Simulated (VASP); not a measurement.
# SiMo12 in VASP: settings compared

Aim: see how the results for SiMo12 move with the level of theory and the settings. Levels: PBE, LDA. Tasks: single point.

Everything below comes from runs of VASP 6.6.1. Logs are shortened: lines on timing, memory, paths and dates and some standing lists are left out, and cuts for length are marked.

**1. The cell of the first run**

The cell holds a slab with vacuum, 13 atoms: a = 5.474 Å, b = 5.474 Å, c = 19.808 Å, α = 90.00°, β = 90.00°, γ = 109.47°.

**2. Single point, PBE**

Input file INCAR:

```
SYSTEM = SiMo12
ALGO = Normal ; DIPOL = 0.5 0.5 0.326
EDIFF = 1E-6 ; ENCUT = 520
GGA = PE ; IDIPOL = 3
ISIF = 2 ; ISMEAR = 0
LASPH = .True. ; LCHARG = .True.
LDIPOL = .True. ; LELF = .True.
LREAL = .False. ; LVACPOTAV = .True.
LVHAR = .True. ; LWAVE = .False.
NBANDS = 98 ; NELM = 60
PREC = Accurate ; SIGMA = 0.1
```

Input file KPOINTS:

```
k-points
0
Gamma
  5 5 1
  0 0 0
```

Input file POSCAR:

```
SiMo12
1.0
    5.4740406976      0.0000000000      0.0000000000
   -1.8246802325      5.1609750637      0.0000000000
    0.0000000000      0.0000000000     19.8082144280
Mo Si
12 1
Direct
    0.2500000000      0.2500000000      0.2019364246
    0.2500000000      0.7500000000      0.2019364246
    0.7500000000      0.2500000000      0.2019364246
    0.7500000000      0.7500000000      0.2019364246
    0.0000000000      0.0000000000      0.3106872620
    0.0000000000      0.5000000000      0.3106872620
    0.5000000000      0.0000000000      0.3106872620
    0.5000000000      0.5000000000      0.3106872620
    0.2500000000      0.2500000000      0.4194327792
    0.2500000000      0.7500000000      0.4194327792
    0.7500000000      0.2500000000      0.4194327792
    0.7500000000      0.7500000000      0.4194327792
    0.4166666667      0.5833333333      0.5149809156
```

Potentials or basis: VASP PAW PBE potentials, release 64 (Mo_sv, Si).

On the command line:

```
$ cat potpaw_PBE.64/Mo_sv/POTCAR potpaw_PBE.64/Si/POTCAR > POTCAR
$ mpirun -np 1 vasp_std > vasp.out
```

OUTCAR:

```text
SYSTEM = SiMo12
   EDIFF = 1E-6
   ENCUT = 520
   GGA = PE
   ISIF = 2
   ISMEAR = 0
   LASPH = .True.
   LREAL = .False.
   NELM = 60
   PREC = Accurate

 ion  position               nearest neighbor table
   1  0.250  0.250  0.202-   5 2.67   8 2.67   3 2.74   3 2.74   2 2.74   2 2.74   7 3.10   6 3.10
                             4 3.16   4 3.16
   2  0.250  0.750  0.202-   6 2.67   7 2.67   4 2.74   4 2.74   1 2.74   1 2.74   5 3.10   8 3.10
                             3 3.16   3 3.16
   3  0.750  0.250  0.202-   6 2.67   7 2.67   1 2.74   1 2.74   4 2.74   4 2.74   5 3.10   8 3.10
                             2 3.16   2 3.16
   4  0.750  0.750  0.202-   5 2.67   8 2.67   2 2.74   2 2.74   3 2.74   3 2.74   7 3.10   6 3.10
                             1 3.16   1 3.16
   5  0.000  0.000  0.311-   9 2.67  12 2.67   1 2.67   4 2.67   7 2.74   7 2.74   6 2.74   6 2.74
                            11 3.10  10 3.10   3 3.10   2 3.10   8 3.16   8 3.16
   6  0.000  0.500  0.311-  10 2.67  11 2.67   2 2.67   3 2.67   8 2.74   8 2.74   5 2.74   5 2.74
                             9 3.10  12 3.10   1 3.10   4 3.10   7 3.16   7 3.16
   7  0.500  0.000  0.311-  10 2.67  11 2.67   2 2.67   3 2.67   5 2.74   5 2.74   8 2.74   8 2.74
                             9 3.10  12 3.10   1 3.10   4 3.10   6 3.16   6 3.16
   8  0.500  0.500  0.311-   9 2.67  12 2.67   1 2.67   4 2.67   6 2.74   6 2.74   7 2.74   7 2.74
                            11 3.10  10 3.10   3 3.10   2 3.10   5 3.16   5 3.16
   9  0.250  0.250  0.419-  13 2.58   8 2.67   5 2.67  11 2.74  11 2.74  10 2.74  10 2.74   6 3.10
                             7 3.10  12 3.16  12 3.16
  10  0.250  0.750  0.419-  13 2.41   7 2.67   6 2.67  12 2.74  12 2.74   9 2.74   9 2.74   8 3.10
                             5 3.10  11 3.16  11 3.16
  11  0.750  0.250  0.419-   6 2.67   7 2.67   9 2.74   9 2.74  12 2.74  12 2.74   5 3.10   8 3.10
                            10 3.16  10 3.16
  12  0.750  0.750  0.419-  13 2.58   8 2.67   5 2.67  10 2.74  10 2.74  11 2.74  11 2.74   6 3.10
                             7 3.10   9 3.16   9 3.16
  13  0.417  0.583  0.515-  10 2.41  12 2.58   9 2.58

  LATTYP: Found a base centered orthorhombic cell.
 ALAT       =     6.3208777407
 B/A-ratio  =     1.4142135624
 C/A-ratio  =     3.1337759154

  Lattice vectors:

 A1 = (   5.4740406976,   0.0000000000,   0.0000000000)
 A2 = (  -1.8246802325,   5.1609750637,   0.0000000000)
 A3 = (   0.0000000000,   0.0000000000,  19.8082144280)

Analysis of symmetry for initial positions (statically):
=====================================================================
 Subroutine PRICEL returns:
 Original cell was already a primitive cell.

 Routine SETGRP: Setting up the symmetry group for a
 base centered orthorhombic supercell.

 Subroutine GETGRP returns: Found  2 space group operations
 (whereof  2 operations were pure point group operations)
 out of a pool of  8 trial point group operations.

The static configuration has the point symmetry C_1h.

Analysis of symmetry for dynamics (positions and initial velocities):
=====================================================================
 Subroutine PRICEL returns:
 Original cell was already a primitive cell.

 Routine SETGRP: Setting up the symmetry group for a
 base centered orthorhombic supercell.

 Subroutine GETGRP returns: Found  2 space group operations
 (whereof  2 operations were pure point group operations)
 out of a pool of  8 trial point group operations.

The dynamic configuration has the point symmetry C_1h.

 Subroutine INISYM returns: Found  2 space group operations
 (whereof  2 operations are pure point group operations),
 and found     1 'primitive' translations

----------------------------------------------------------------------------------------

                                     Primitive cell

  volume of cell :     559.6095

  direct lattice vectors                    reciprocal lattice vectors
     5.474040698  0.000000000  0.000000000     0.182680410  0.064587278  0.000000000
    -1.824680232  5.160975064  0.000000000     0.000000000  0.193761835  0.000000000
     0.000000000  0.000000000 19.808214428     0.000000000  0.000000000  0.050484106

  length of vectors
     5.474040698  5.474040698 19.808214428     0.193761835  0.193761835  0.050484106

  position of ions in fractional coordinates (direct lattice)
     0.250000000  0.250000000  0.201936425
     0.250000000  0.750000000  0.201936425
     0.750000000  0.250000000  0.201936425
     0.750000000  0.750000000  0.201936425
     0.000000000  0.000000000  0.310687262
     0.000000000  0.500000000  0.310687262
     0.500000000  0.000000000  0.310687262
[... 51 lines left out ...]
  0.000000  0.000000  0.000000      1.000000
  0.200000 -0.000000  0.000000      4.000000
  0.400000  0.000000  0.000000      4.000000
  0.200000  0.200000  0.000000      2.000000
  0.400000  0.200000  0.000000      4.000000
 -0.400000  0.200000  0.000000      4.000000
 -0.200000  0.200000  0.000000      2.000000
  0.400000  0.400000  0.000000      2.000000
 -0.400000  0.400000  0.000000      2.000000
   k-points           NKPTS =      9   k-points in BZ     NKDIM =      9   number of bands    NBANDS=     98
   number of dos      NEDOS =    301   number of ions     NIONS =     13
   total plane-waves  NPLWV = 264600
   dimension x,y,z NGX =    42 NGY =   42 NGZ =  150
   dimension x,y,z NGXF=    84 NGYF=   84 NGZF=  300
   ions per type =              12   1
   NGX,Y,Z   is equivalent  to a cutoff of  12.76, 12.76, 12.59 a.u.
   NGXF,Y,Z  is equivalent  to a cutoff of  25.51, 25.51, 25.18 a.u.
 SYSTEM =  SiMo12
   PREC   = accura    normal or accurate (medium, high low for compatibility)
   ISTART =      0    job   : 0-new  1-cont  2-samecut
   ICHARG =      2    charge: 1-file 2-atom 10-const
   ISPIN  =      1    spin polarized calculation?
   LNONCOLLINEAR =      F non collinear calculations
   LSORBIT =      F    spin-orbit coupling
   LASPH  =      T    aspherical Exc in radial PAW
   ENCUT  =  520.0 eV  38.22 Ry    6.18 a.u.  10.18 10.18 36.83*2*pi/ulx,y,z
   NELM   =     60;   NELMIN=  2; NELMDL= -5     # of ELM steps
   EDIFF  = 0.1E-05   stopping-criterion for ELM
   LREAL  =      F    real-space projection
   EDIFFG = 0.1E-04   stopping-criterion for IOM
   NSW    =      0    number of steps for IOM
   IBRION =     -1    ionic relax: 0-MD 1-quasi-New 2-CG
   NFREE  =      0    steps in history (QN), initial steepest desc. (CG)
   ISIF   =      2    stress and relaxation
   ISYM   =      2    0-nonsym 1-usesym 2-fastsym
   POTIM  = 0.5000    time-step for ionic-motion
   TEBEG  =    0.0;   TEEND  =   0.0 temperature during run
   PSTRESS=    0.0 pullay stress
   NELECT =     172.0000    total number of electrons
   NUPDOWN=      -1.0000    fix difference up-down
   EMIN   =  10.00;   EMAX   =-10.00  energy-range for DOS
   EFERMI =   0.00;   METHOD = LEGACY
   ISMEAR =     0;   SIGMA  =   0.10  broadening in eV -4-tet -1-fermi 0-gaus
   EFERMI_NEDOS =   21; number of points for ismear=-14 and -15
   IALGO  =     38    algorithm
   IMIX   =      4    mixing-type and parameters
     AMIX     =   0.40;   BMIX     =  1.00
     AMIX_MAG =   1.60;   BMIX_MAG =  1.00
  volume/ion in A,a.u.               =      43.05       290.49
  Fermi-wavevector in a.u.,A,eV,Ry     =   1.104814  2.087796 16.607470  1.220615
  Thomas-Fermi vector in A             =   2.241292
   LORBIT       =      0    0 simple, 1 ext, 2 COOP (PROOUT), +10 PAW based schemes
   GGA     = PE    functional components
   LHFCALC =     F    Hartree Fock is set to
   AEXX    =    0.0000 exact exchange contribution
   IVDW    =     0    specifies the selected vdW correction
   LEPSILON=     F    determine dielectric tensor
   LRPA    =     F    only Hartree local field effects (RPA)
 non-spin polarized calculation
 Gauss-broadening in eV      SIGMA  =   0.10
  energy-cutoff  :      520.00
  volume of cell :      559.61
 maximum number of plane-waves:     15102
 NGX is ok and might be reduce to    42
   NGX = 21   NGY = 21   NGZ = 73

 dipolmoment           0.000000      0.000000     -0.000679 electrons x Angstroem

 number of electron     171.9999986 magnetization

 dipolmoment           0.000000      0.000000      0.054429 electrons x Angstroem

 Free energy of the ion-electron system (eV)
  ---------------------------------------------------
  ext. energy  EPLUGINS =         0.00000000
  ---------------------------------------------------
  free energy    TOTEN  =      -127.00697142 eV

  energy without entropy =     -126.94743488  energy(sigma->0) =     -126.97720315

 E-fermi :   1.4378     XC(G=0):  -5.8689

 val. band max:        1.4270242544   @ k =   0.0000   0.0000   0.0000
 cond. band min:       1.4527500971   @ k =  -0.4000   0.4000   0.0000
 fundamental gap:      0.0257258427
 Fermi energy:         1.4378051018

 k-point     1 :       0.0000    0.0000    0.0000
  band No.  band energies     occupation
      1     -59.7727      2.00000
      2     -59.6072      2.00000
      3     -59.5767      2.00000
      4     -59.5320      2.00000
      5     -59.5121      2.00000
      6     -59.4608      2.00000
[... 898 lines left out ...]
     97       2.3551      0.00000
     98       2.4171      0.00000

------------------------ aborting loop because EDIFF is reached ----------------------------------------

  FORCE on cell =-STRESS in cart. coord.  units (eV):
  Direction    XX          YY          ZZ          XY          YZ          ZX
  --------------------------------------------------------------------------------------
  -------------------------------------------------------------------------------------
  Total       -7.7940142     -7.9535422      2.5602348     -0.2256067     -1.3792151      1.9505052
  in kB      -22.3144745    -22.7712075      7.3300217     -0.6459180     -3.9487303      5.5843495
  external PRESSURE =     -12.5852201 kB  Pullay stress =       0.0000000 kB

 VOLUME and BASIS-vectors are now :
 -----------------------------------------------------------------------------
  energy-cutoff  :      520.00
  volume of cell :      559.61
      direct lattice vectors                 reciprocal lattice vectors
     5.474040698  0.000000000  0.000000000     0.182680410  0.064587278  0.000000000
    -1.824680232  5.160975064  0.000000000     0.000000000  0.193761835  0.000000000
     0.000000000  0.000000000 19.808214428     0.000000000  0.000000000  0.050484106

 POSITION                                       TOTAL-FORCE (eV/Angst)
 -----------------------------------------------------------------------------------
      0.91234      1.29024      4.00000        -0.019964     -0.025452      0.000916
      0.00000      3.87073      4.00000        -0.035649      0.025208     -0.063632
      3.64936      1.29024      4.00000         0.014578     -0.010308      0.062148
      2.73702      3.87073      4.00000         0.017342      0.027306      0.000916
      0.00000      0.00000      6.15416        -0.007388      0.005224     -0.274452
     -0.91234      2.58049      6.15416        -0.110862     -0.108806     -0.303469
      2.73702      0.00000      6.15416         0.065629      0.140790     -0.303469
      1.82468      2.58049      6.15416         0.001643     -0.001162     -0.325126
      0.91234      1.29024      8.30821        -0.258715     -0.335526      0.483021
      0.00000      3.87073      8.30821        -0.572540      0.404847     -0.134256
      3.64936      1.29024      8.30821        -0.242842      0.171715      0.352417
      2.73702      3.87073      8.30821         0.230099      0.355761      0.483021
      1.21645      3.01057     10.20085         0.918670     -0.649597      0.021964
 -----------------------------------------------------------------------------------
    total drift:                                0.000012     -0.000008      0.001213

  FREE ENERGIE OF THE ION-ELECTRON SYSTEM (eV)
  ---------------------------------------------------
  free  energy   TOTEN  =      -127.0069714239 eV

  energy  without entropy=     -126.9474348828  energy(sigma->0) =     -126.97720315

 vacuum level on the upper side and lower side of the slab         6.441         6.092
```

Wall time 20 min (1 thread of Intel Xeon Platinum 8488C (Sapphire Rapids), shared host); peak memory 0.72 GiB.

What came out:

```yaml
Free_energy: -127.0070 eV
Largest_force: 1.125 eV/Å
Band_gap_on_the_k_mesh: zero (band 86 reaches 2.47 eV, above the bottom of band 87 at 0.91 eV)
```

Forces in eV/Å, atoms in the order of the input:
```
Mo  -0.020 -0.025  0.001
Mo  -0.036  0.025 -0.064
Mo   0.015 -0.010  0.062
Mo   0.017  0.027  0.001
Mo  -0.007  0.005 -0.274
Mo  -0.111 -0.109 -0.303
Mo   0.066  0.141 -0.303
Mo   0.002 -0.001 -0.325
Mo  -0.259 -0.336  0.483
Mo  -0.573  0.405 -0.134
Mo  -0.243  0.172  0.352
Mo   0.230  0.356  0.483
Si   0.919 -0.650  0.022
```

**3. Single point, PBE**

Input file INCAR:

```
SYSTEM = SiMo12
PREC = Accurate
ENCUT = 520
EDIFF = 1E-6
ISMEAR = 0
SIGMA = 0.1
LREAL = .False.
LASPH = .True.
NELM = 100
ALGO = Normal
ISIF = 2
LWAVE = .False.
LCHARG = .False.
LDIPOL = .True.
IDIPOL = 3
DIPOL = 0.5 0.5 0.328
GGA = PE
NBANDS = 98
```

Input file KPOINTS:

```
Automatic mesh
0
Gamma
  5 5 1
  0 0 0
```

POSCAR, as its differences from that of step 2:

```diff
@@ -20,2 +20,2 @@
     0.7500000000      0.7500000000      0.4194327792
-    0.4166666667      0.5833333333      0.5149809156
+    0.3333333333      0.6666666667      0.5302336899
```

Potentials or basis: VASP PAW PBE potentials, release 64 (Mo_sv, Si).

On the command line:

```
$ cat potpaw_PBE.64/Mo_sv/POTCAR potpaw_PBE.64/Si/POTCAR > POTCAR
$ mpirun -np 1 vasp_std > vasp.out
```

Run time: 14 min. Hardware: 1 thread of AMD EPYC 9R45 (Zen 5), shared host; peak memory 0.71 GiB.

The run converged. Its results:

* Free energy: -126.1372 eV
* Largest force: 0.825 eV/Å
* Band gap on the k mesh: zero (band 86 reaches 2.53 eV, above the bottom of band 87 at 0.93 eV)

Forces in eV/Å, atoms in the order of the input:
```
Mo   0.008  0.014 -0.068
Mo  -0.022  0.016  0.052
Mo   0.031 -0.022  0.224
Mo  -0.011 -0.012 -0.068
Mo  -0.082  0.058 -0.054
Mo  -0.180 -0.240 -0.563
Mo   0.166  0.250 -0.563
Mo   0.081 -0.057 -0.187
Mo  -0.043  0.100  0.818
Mo  -0.297  0.210 -0.472
Mo  -0.190  0.135  0.038
Mo  -0.108  0.007  0.818
Si   0.647 -0.458  0.026
```

Levels at points of the mesh, in eV from the Fermi level:
```
           k point  band 84  band 85  band 86  band 87  band 88  band 89
(0.00, 0.00, 0.00)     0.29     1.06     1.06     1.31     1.34     1.39
```

(Continued in part 2 of 2.)
